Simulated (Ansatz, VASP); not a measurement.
**Two plane-wave programs on ZnS**

```
Zn S
1.0
     3.67781    0.00000    0.00000
    -1.83890    3.18507    0.00000
     0.00000    0.00000    6.03855
Zn S
2 2
Direct
  0.33333 0.66667 0.02960
  0.66667 0.33333 0.52960
  0.33333 0.66667 0.37956
  0.66667 0.33333 0.87956
```

Alike in both runs: task single point; functional PBEsol; k mesh 9 × 9 × 6; occupations gaussian, width 0.05 eV; no spin polarisation.

|  | VASP | Ansatz |
| --- | --- | --- |
| version | VASP 6.6.1 | Ansatz 0.2.0 |
| potentials or method | VASP PAW PBE potentials, release 64 (Zn, S), cutoff 520 eV | scalar-relativistic, plane waves, PAW |
| valence electrons in the cell | 36 | 36 |

|  | VASP | Ansatz | Ansatz less VASP |
| --- | --- | --- | --- |
| gap on the k mesh at the Fermi level (eV) | 2.49 | 2.47 | -0.013 |
| least direct gap on the mesh (eV) | 2.49 | 2.47 | -0.013 |
| pressure (GPa) | 9.2 | 9.0 | -0.28 |
| traceless stress, the component that is largest in VASP (GPa) | 9.50 | 9.45 | -0.057 |
| rms of the force components (eV/Å) | 0.943 | 0.941 | -0.0023 |

VASP's potentials were made for PBE, not for PBEsol. Atom by atom the forces differ by 0.002 eV/Å (rms over components). With one functional, cell and mesh, what is left measures potentials, basis and numerics.
